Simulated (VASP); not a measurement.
# AgCl (Chlorargyrite) (P1) in VASP: a series of runs, part 2 of 2

VASP 6.6.1. Earlier steps stand in the parts before.

## 3. Single point, PBEsol

Contents of INCAR:

```
SYSTEM = AgCl
  PREC = Accurate
  ENCUT = 520
  EDIFF = 1E-7
  ISMEAR = -1
  SIGMA = 0.05
  LREAL = .FALSE.
  LASPH = .TRUE.
  NELM = 80
  ALGO = Normal
  ISIF = 2
  LWAVE = .FALSE.
  LCHARG = .FALSE.
  GGA = PS
  NBANDS = 16
```

Contents of KPOINTS:

```
Automatic mesh
0
G
  4 4 4
  0 0 0
```

Contents of POSCAR:

```
AgCl
1.0
   -0.0002100000      2.7497900000      2.7622600000
    2.7711200000     -0.0580000000      2.8200600000
    2.7084400000      2.7449000000      0.0046800000
Ag Cl
1 1
Direct
    0.9913900000      0.9913900000      0.0064700000
    0.5065502641      0.4847107455      0.5094878143
```

Potentials or basis: VASP PAW PBE potentials, release 64 (Ag, Cl).

Launch:

```console
$ cat potpaw_PBE.64/Ag/POTCAR potpaw_PBE.64/Cl/POTCAR > POTCAR
$ mpirun -np 1 vasp_std > vasp.out
```

OUTCAR:

```text
SYSTEM = AgCl
   PREC = Accurate
   ENCUT = 520
   EDIFF = 1E-7
   ISMEAR = -1
   LREAL = .FALSE.
   LASPH = .TRUE.
   NELM = 80
   ISIF = 2
   GGA = PS

 ion  position               nearest neighbor table
   1  0.991  0.991  0.006-   2 2.73   2 2.73   2 2.75   2 2.77   2 2.81   2 2.83
   2  0.507  0.485  0.509-   1 2.73   1 2.73   1 2.75   1 2.77   1 2.81   1 2.83

  LATTYP: Found a triclinic cell.
 ALAT       =     3.8653662428
 B/A-ratio  =     1.4178441814
 C/A-ratio  =     1.0083437553
 COS(alpha) =     0.0000701770
 COS(beta)  =     0.5065252681
 COS(gamma) =     0.6925382791

  Lattice vectors:

 A1 = (   2.7086500000,  -0.0048900000,  -2.7575800000)
 A2 = (   5.4797700000,  -0.0628900000,   0.0624800000)
 A3 = (   0.0002100000,  -2.7497900000,  -2.7622600000)

Analysis of symmetry for initial positions (statically):
=====================================================================
 Subroutine PRICEL returns:
 Original cell was already a primitive cell.

 Routine SETGRP: Setting up the symmetry group for a
[... 160 lines left out ...]
 Free energy of the ion-electron system (eV)
  ---------------------------------------------------
  ext. energy  EPLUGINS =         0.00000000
  ---------------------------------------------------
  free energy    TOTEN  =        -6.02795181 eV

  energy without entropy =       -6.02788030  energy(sigma->0) =       -6.02791605

 E-fermi :   4.2228     XC(G=0): -10.2417

 val. band max:        3.8662767878   @ k =  -0.0000   0.0000   0.5000
 cond. band min:       4.5155857581   @ k =   0.0000   0.0000   0.0000
 fundamental gap:      0.6493089703
 Fermi energy:         4.2228229878

 k-point     1 :       0.0000    0.0000    0.0000
  band No.  band energies     occupation
      1     -11.3837      2.00000
      2       1.1490      2.00000
      3       1.2069      2.00000
      4       1.2418      2.00000
      5       1.2840      2.00000
      6       1.3134      2.00000
[... 433 lines left out ...]
      3      -0.3150      2.00000
      4      -0.0009      2.00000
      5       1.4141      2.00000
      6       1.7039      2.00000
[... 8 lines left out ...]
     15      17.9483      0.00000
     16      18.7946      0.00000

 [... further k-points ...]
[... 5 lines left out ...]
  --------------------------------------------------------------------------------------
  -------------------------------------------------------------------------------------
  Total       -0.5725250     -0.5969436     -0.6383488      0.0425238      0.0291713     -0.0390349
  in kB      -21.6271468    -22.5495591    -24.1136410      1.6063360      1.1019464     -1.4745432
  external PRESSURE =     -22.7634490 kB  Pullay stress =       0.0000000 kB

 VOLUME and BASIS-vectors are now :
 -----------------------------------------------------------------------------
  energy-cutoff  :      520.00
  volume of cell :       42.41
      direct lattice vectors                 reciprocal lattice vectors
    -0.000210000  2.749790000  2.762260000    -0.182513204  0.179776830  0.183043285
     2.771120000 -0.058000000  2.820060000     0.178462725 -0.176391647  0.175608909
     2.708440000  2.744900000  0.004680000     0.186609283  0.180487725 -0.179658741

 POSITION                                       TOTAL-FORCE (eV/Angst)
 -----------------------------------------------------------------------------------
      2.76458      2.68637      5.53429        -0.012786      0.036568      0.011068
      2.72300      2.76329      2.76852         0.012786     -0.036568     -0.011068
 -----------------------------------------------------------------------------------
    total drift:                               -0.000018     -0.000028     -0.000001

  FREE ENERGIE OF THE ION-ELECTRON SYSTEM (eV)
  ---------------------------------------------------
  free  energy   TOTEN  =        -6.0279518075 eV

  energy  without entropy=       -6.0278802995  energy(sigma->0) =       -6.02791605
```

OSZICAR:

```text
N       E                     dE             d eps       ncg     rms          rms(c)
DAV:   1     0.993592087007E+02    0.99359E+02   -0.87569E+03  1184   0.102E+03
DAV:   2    -0.248597808735E+01   -0.10185E+03   -0.93150E+02  1472   0.221E+02
DAV:   3    -0.616966910622E+01   -0.36837E+01   -0.36757E+01  1424   0.444E+01
DAV:   4    -0.619535679962E+01   -0.25688E-01   -0.25686E-01  1472   0.402E+00
DAV:   5    -0.619568960354E+01   -0.33280E-03   -0.33280E-03  1424   0.448E-01    0.644E+00
DAV:   6    -0.603256426798E+01    0.16313E+00   -0.29107E-01  1480   0.699E+00    0.424E+00
DAV:   7    -0.602937931997E+01    0.31849E-02   -0.69121E-02  1288   0.172E+00    0.193E+00
DAV:   8    -0.602795648573E+01    0.14228E-02   -0.41462E-03  1496   0.656E-01    0.324E-01
DAV:   9    -0.602791947392E+01    0.37012E-04   -0.41169E-04  1432   0.267E-01    0.499E-02
DAV:  10    -0.602794849512E+01   -0.29021E-04   -0.49416E-05  1448   0.629E-02    0.135E-02
DAV:  11    -0.602795186205E+01   -0.33669E-05   -0.26619E-06  1352   0.126E-02    0.193E-03
DAV:  12    -0.602795180754E+01    0.54509E-07   -0.12832E-07  1280   0.252E-03
   1 F= -.60279518E+01 E0= -.60279161E+01  d E =-.715080E-04
```

stdout:

```text
POSCAR found type information on POSCAR AgCl
 POSCAR found :  2 types and       2 ions
 scaLAPACK will be used
 -----------------------------------------------------------------------------
|                                                                             |
|                                                                             |
|     You enforced a specific xc type in the INCAR file but a different       |
|     I HOPE YOU KNOW WHAT YOU ARE DOING!                                     |
|                                                                             |
 -----------------------------------------------------------------------------

 LDA part: xc-table for (Slater+PW92), standard interpolation
 POSCAR, INCAR and KPOINTS ok, starting setup
 FFT: planning ... GRIDC
 FFT: planning ... GRID_SOFT
 FFT: planning ... GRID
 WAVECAR not read
 entering main loop
```

Wall time 18 s (1 thread of Intel Xeon Platinum 8488C (Sapphire Rapids), shared host); peak memory 0.17 GiB.

What came out:

* Free energy: -6.0280 eV
* Pressure: -2.3 GPa
* Largest force: 0.040 eV/Å
* Band gap on the k mesh: 0.65 eV, indirect (least direct gap 2.90 eV)

Forces on the atoms (eV/Å):
```
Ag  -0.013  0.037  0.011
Cl   0.013 -0.037 -0.011
```

Stress tensor (GPa, compression positive):
```
-2.16  0.16 -0.15
 0.16 -2.25  0.11
-0.15  0.11 -2.41
```

Levels at points of the mesh, in eV from the valence-band top:
```tsv
k point	band 7	band 8	band 9	band 10	band 11	band 12
(0.00, 0.00, 0.00)	-2.41	-2.29	-2.25	0.65	10.40	10.74
(0.50, 0.00, 0.00)	-1.86	-0.11	-0.03	3.90	6.43	7.21
(0.00, 0.50, 0.00)	-1.93	-0.16	-0.06	4.06	6.25	7.58
(0.50, 0.50, 0.00)	-2.08	-2.07	-1.99	2.16	7.81	8.31
(0.00, 0.00, 0.50)	-1.85	-0.14	0.00	3.90	6.44	7.32
(0.50, 0.00, 0.50)	-2.08	-2.07	-1.99	2.16	7.79	8.36
(0.00, 0.50, 0.50)	-2.08	-2.08	-1.99	2.14	7.69	8.48
(0.50, 0.50, 0.50)	-1.86	-0.12	-0.02	3.91	6.43	7.23
```

Caveat: the k points lie up to 0.50 Å⁻¹ apart; the PAW data sets were made with another functional, which shifts forces and pressure a little.

## 4. Single point, PBEsol

This run uses another cell than the first one, of 21.10 Å³/atom, 0.995 times its volume.

Contents of INCAR:

```
SYSTEM = AgCl
ALGO     = Normal         ! electronic algorithm
EDIFF    = 1E-6           ! SCF threshold, eV
ENCUT    = 520            ! plane-wave cutoff, eV
GGA      = PS             ! functional
ISIF     = 2              ! what is computed and relaxed
ISMEAR   = -1             ! smearing method
LASPH    = .TRUE.         ! aspherical terms in the spheres
LCHARG   = .FALSE.        ! write CHGCAR
LREAL    = .FALSE.        ! projectors in reciprocal space
LWAVE    = .FALSE.        ! write WAVECAR
NBANDS   = 16             ! bands
NELM     = 100            ! most SCF steps
PREC     = Accurate       ! precision mode
SIGMA    = 0.05           ! smearing width, eV
```

Contents of KPOINTS:

```
k-points
0
G
  4 4 4
  0 0 0
```

Contents of POSCAR:

```
AgCl
1.0
   -0.0002096494      2.7451993571      2.7576485390
    2.7664937477     -0.0579031718      2.8153520447
    2.7039183889      2.7403175207      0.0046721870
Ag Cl
1 1
Direct
    0.9913900000      0.9913900000      0.0064700000
    0.5029000000      0.4882800000      0.5132200000
```

Launch:

```console
$ cat potpaw_PBE.64/Ag/POTCAR potpaw_PBE.64/Cl/POTCAR > POTCAR
$ mpirun -np 1 vasp_std > vasp.out
```

Wall time 18 s (1 thread of Intel Xeon Platinum 8488C (Sapphire Rapids), shared host); peak memory 0.18 GiB.

The run converged. Its results:

```
Free energy            : -6.0307 eV
Pressure               : -2.1 GPa
Largest force          : 0.040 eV/Å
Band gap on the k mesh : 0.65 eV, indirect (least direct gap 2.92 eV)
```

Forces on the atoms (eV/Å):
```
Ag   0.009  0.037  0.013
Cl  -0.009 -0.037 -0.013
```

Stress tensor (GPa, compression positive):
```
-1.93  0.14 -0.15
 0.14 -2.04  0.11
-0.15  0.11 -2.20
```

Levels at points of the mesh, in eV from the valence-band top:
| k point | band 6 | band 7 | band 8 | band 9 | band 10 | band 11 | band 12 | band 13 |
| --- | --- | --- | --- | --- | --- | --- | --- | --- |
| (0.00, 0.00, 0.00) | -2.58 | -2.43 | -2.31 | -2.27 | 0.65 | 10.40 | 10.73 | 10.81 |
| (0.50, 0.00, 0.00) | -2.19 | -1.87 | -0.11 | -0.04 | 3.89 | 6.45 | 7.20 | 7.57 |
| (0.00, 0.50, 0.00) | -2.23 | -1.95 | -0.16 | -0.06 | 4.04 | 6.27 | 7.57 | 7.75 |
| (0.50, 0.50, 0.00) | -2.35 | -2.10 | -2.09 | -2.01 | 2.15 | 7.80 | 8.33 | 11.25 |
| (0.00, 0.00, 0.50) | -2.19 | -1.87 | -0.15 | 0.00 | 3.88 | 6.47 | 7.30 | 7.40 |
| (0.50, 0.00, 0.50) | -2.36 | -2.10 | -2.09 | -2.01 | 2.14 | 7.78 | 8.37 | 11.19 |
| (0.00, 0.50, 0.50) | -2.33 | -2.10 | -2.09 | -2.00 | 2.13 | 7.68 | 8.49 | 11.18 |
| (0.50, 0.50, 0.50) | -2.19 | -1.87 | -0.12 | -0.02 | 3.89 | 6.45 | 7.22 | 7.54 |

Caveat: the k points lie up to 0.50 Å⁻¹ apart; the PAW data sets were made with another functional, which shifts forces and pressure a little. A k mesh can miss the band edges.

## 5. Single point, PBEsol

This run uses another cell than the first one, of 21.31 Å³/atom, 1.005 times its volume.

Contents of INCAR:

```
PREC = Accurate
ENCUT = 520
EDIFF = 1E-6
ISMEAR = -1
SIGMA = 0.05
LREAL = False
LASPH = True
NELM = 60
ALGO = Normal
ISIF = 2
LWAVE = False
LCHARG = False
GGA = PS
NBANDS = 16
```

Contents of KPOINTS:

```
regular mesh
0
Gamma
  4 4 4
```

Contents of POSCAR:

```
AgCl
1.0
   -0.0002103494      2.7543653662      2.7668561150
    2.7757308571     -0.0580965060      2.8247522882
    2.7129465641      2.7494672297      0.0046877870
Ag Cl
1 1
Direct
    0.9913900000      0.9913900000      0.0064700000
    0.5029000000      0.4882800000      0.5132200000
```

Launch:

```console
$ cat potpaw_PBE.64/Ag/POTCAR potpaw_PBE.64/Cl/POTCAR > POTCAR
$ mpirun -np 1 vasp_std > vasp.out
```

Run time: 19 s. Hardware: 1 thread of Intel Xeon Platinum 8488C (Sapphire Rapids), shared host; peak memory 0.18 GiB.

Results (log left out):

```yaml
Free_energy: -6.0249 eV
Pressure: -2.5 GPa
Largest_force: 0.036 eV/Å
Band_gap_on_the_k_mesh: 0.65 eV, indirect (least direct gap 2.88 eV)
```

Forces in eV/Å, atoms in the order of the input:
```
Ag   0.008  0.033  0.012
Cl  -0.008 -0.033 -0.012
```

Stress tensor (GPa, compression positive):
```
-2.40  0.15 -0.16
 0.15 -2.47  0.11
-0.16  0.11 -2.62
```

Levels at points of the mesh, in eV from the valence-band top:
```
           k point  band 5  band 6  band 7  band 8  band 9  band 10  band 11  band 12  band 13  band 14
(0.00, 0.00, 0.00)   -2.57   -2.54   -2.39   -2.27   -2.23     0.65    10.41    10.74    10.82    11.97
(0.50, 0.00, 0.00)   -2.21   -2.16   -1.85   -0.11   -0.04     3.92     6.40     7.22     7.59    13.20
(0.00, 0.50, 0.00)   -2.21   -2.20   -1.92   -0.16   -0.06     4.07     6.22     7.59     7.77    13.43
(0.50, 0.50, 0.00)   -2.85   -2.31   -2.07   -2.06   -1.98     2.17     7.81     8.29    11.21    11.49
(0.00, 0.00, 0.50)   -2.21   -2.15   -1.84   -0.15    0.00     3.91     6.42     7.33     7.42    13.17
(0.50, 0.00, 0.50)   -2.89   -2.33   -2.07   -2.06   -1.98     2.16     7.79     8.34    11.14    11.48
(0.00, 0.50, 0.50)   -2.83   -2.29   -2.07   -2.06   -1.98     2.15     7.70     8.46    11.13    11.31
(0.50, 0.50, 0.50)   -2.21   -2.16   -1.85   -0.12   -0.02     3.92     6.40     7.24     7.56    13.20
```

Caveat: the k points lie up to 0.50 Å⁻¹ apart; the PAW data sets were made with another functional, which shifts forces and pressure a little. As with any semilocal functional, this PBEsol gap is likely too small.

## 6. Summary

| cell | gap on the mesh (eV) | pressure (GPa) | largest force (eV/Å) |
| --- | --- | --- | --- |
| a = 3.898, b = 3.954, c = 3.856 Å, angles 61.1, 59.8, 60.3°, 2 atoms | 0.65 | -2.3 | 0.04 |
| a = 3.891, b = 3.948, c = 3.850 Å, angles 61.1, 59.8, 60.3°, 2 atoms | 0.65 | -2.1 | 0.04 |
| a = 3.904, b = 3.961, c = 3.863 Å, angles 61.1, 59.8, 60.3°, 2 atoms | 0.65 | -2.5 | 0.04 |

Some of these runs hold the atoms at other places in the same cell, which the table doesn't show; runs alike in all that it shows share one row.

Alike in all rows: task single point; level PBEsol; potentials or basis VASP PAW PBE potentials, release 64 (Ag, Cl); no spin polarisation; k mesh 4 × 4 × 4; cutoff (eV) 520; smearing fermi-dirac 0.05 eV.

Caveats: all runs use coarse meshes; the PAW data sets were made with another functional, which shifts forces and pressure a little.

Absolute energies hang on the potentials; compare differences alone.
